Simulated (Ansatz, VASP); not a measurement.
**NaI2: VASP beside Ansatz**

```xyz
3
Lattice="2.7432 1.5838 4.4760 -2.7432 1.5838 4.4760 0.0000 -3.1676 4.4760" Properties=species:S:1:pos:R:3 pbc="T T T"
Na    0.0000    0.0000    0.0000
I     0.0000    0.0000   10.0713
I     0.0000    0.0000    3.3568
```

Alike in both runs: functional PBE; k mesh 12 × 12 × 12; occupations gaussian, width 0.1 eV; no spin polarisation.

Ansatz relaxed the structure, and its values are those at the end. VASP's run is a single point on that final structure, the one shown.

|  | VASP | Ansatz |
| --- | --- | --- |
| version | VASP 6.6.1 | Ansatz 0.2.0 |
| potentials or method | VASP PAW PBE potentials, release 64 (Na_pv, I), cutoff 520 eV | scalar-relativistic, plane waves, PAW |
| valence electrons in the cell | 21 | 43 |

```tsv
	VASP	Ansatz	Ansatz less VASP
gap on the k mesh at the Fermi level (eV)	none	none	-
pressure (GPa)	0.0	0.0	0.00
```

A gap of «none» marks a metal or a gap that the smearing closes. With one functional, cell and mesh, what is left measures potentials, basis and numerics. VASP's potentials hold 21 valence electrons a cell and Ansatz's 43, so a difference there can come from the potentials and not from the codes.

Spin-orbit coupling is off throughout.
